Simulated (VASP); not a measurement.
Set up this calculation in VASP 6.6.1, as the native input.

```
Task                   : relaxation of cell and atoms
Functional             : PBE
Potentials or basis    : VASP PAW PBE potentials, release 64 (Al, Bi_d, O)
Cutoff                 : 600 eV
k mesh                 : 4 × 8 × 8
Occupations            : gaussian, width 0.1 eV
Spin                   : no spin polarisation
Dipole correction      : no
Further INCAR settings : ALGO = Normal; EDIFF = 1e-06; IBRION = 2; EDIFFG = -0.01; NSW = 100; ISIF = 3
```

The structure of Al3Bi2O lies in POSCAR:

```
Al3Bi2O
1.0
    9.4895187360      0.0000000000      0.0000000000
    0.0000000000      2.0769650580      3.9006784316
    0.0000000000     -2.0769650580      3.9006784316
Al Bi O
3 2 1
Direct
    0.6575470949      0.7887389240      0.7887389240
    0.3424529051      0.7887389240      0.7887389240
    0.5000000000      0.0801838439      0.0801838439
    0.8088163224      0.1267467365      0.1267467365
    0.1911836776      0.1267467365      0.1267467365
    0.5000000000      0.6437206650      0.6437206650
```

The cell was built from a structure type or drawn by symmetry, and may not be a known phase.

The input as run:

INCAR

```
PREC = Accurate ; ENCUT = 600
EDIFF = 1E-6 ; ISMEAR = 0
SIGMA = 0.1 ; LREAL = F
LASPH = T ; NELM = 100
ALGO = Normal ; ISIF = 3
LWAVE = F ; LCHARG = F
GGA = PE ; IBRION = 2
NSW = 100 ; EDIFFG = -0.01
```

KPOINTS

```
regular mesh
0
Gamma
  4 8 8
```

Potentials or basis: VASP PAW PBE potentials, release 64 (Al, Bi_d, O).

The run is started by

```bash
$ cat potpaw_PBE.64/Al/POTCAR potpaw_PBE.64/Bi_d/POTCAR potpaw_PBE.64/O/POTCAR > POTCAR
$ mpirun -np 1 vasp_std > vasp.out
```

It gave:

```yaml
Relaxed_volume: 23.81 Å³/atom
Relaxed_cell: a = 10.257 Å, b = 4.591 Å, c = 4.591 Å, α = 41.37°, β = 90.00°, γ = 90.00°
Space_group_after_relaxing_to_0.1_Å: Amm2 (No. 38)
Energy_gained_by_relaxing: 79.4 meV/atom
Ionic_steps: 61
Pressure_after_relaxing: 0.0 GPa
Largest_force_after_relaxing: 0.010 eV/Å
Band_gap_on_the_k_mesh: zero (an odd number of electrons rules out a gap without spin polarisation)
```

Caveat: spin-orbit coupling is left out, which moves the levels of the heavy elements; an odd number of electrons without spin polarisation forces a metal; a magnetic or distorted state may lie lower.

It took 2 h on 1 thread of AMD EPYC 9R45 96-Core Processor (Zen 5) (shared host), peak memory 0.51 GiB.
